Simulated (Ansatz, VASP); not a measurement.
**One calculation of Sb, two programs**

```
CELL_PARAMETERS angstrom
3.16000 0.00000 0.00000
0.00000 3.16000 0.00000
0.00000 0.00000 3.16000
ATOMIC_POSITIONS crystal
Sb 0.00000 0.00000 0.00000
```

Alike in both runs: task electric field gradients; functional PBE; k mesh 13 × 13 × 13; occupations fermi-dirac, width 0.05 eV; no spin polarisation.

```csv
,VASP,Ansatz
version,VASP 6.6.1,Ansatz 0.2.0
potentials or method,"VASP PAW PBE potentials, release 64 (Sb), cutoff 520 eV","all-electron PAW with datasets made for the crystal, scalar-relativistic"
```

|  | VASP | Ansatz | Ansatz less VASP |
| --- | --- | --- | --- |
| pressure (GPa) | -2.5 | -2.5 | +0.05 |

Ansatz ran all-electron here, and VASP with PAW potentials.

Neither program's run includes spin-orbit coupling.
